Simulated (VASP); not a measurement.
Runs of VASP 6.6.1 on SnTe. The structure is that of space group Fm-3m (No. 225), or close to it. The cells are those of the table. 

| cell | gap on the mesh (eV) | pressure (GPa) |
| --- | --- | --- |
| a = 4.515 Å, angles 60.0°, 2 atoms | 0.02 | 0.6 |
| a = 4.380 Å, angles 60.0°, 2 atoms | 0.26 | 5.2 |
| a = 4.558 Å, angles 60.0°, 2 atoms | (a) | -0.6 |
| a = 4.471 Å, angles 60.0°, 2 atoms | (b) | (c) |

Alike in all rows: task single point; level PBE; potentials or basis VASP PAW PBE potentials, release 64 (Sn_d, Te); no spin polarisation; k mesh 6 × 6 × 6; cutoff (eV) 500; smearing gaussian 0.01 eV.

Fill in the values left out.

(a) 0.10; (b) 0.07; (c) 1.7.

Caveats: spin-orbit coupling is left out, which moves the levels of the heavy elements.

A k mesh can miss the band edges, and the runs leave out spin-orbit coupling on Sn, Te.
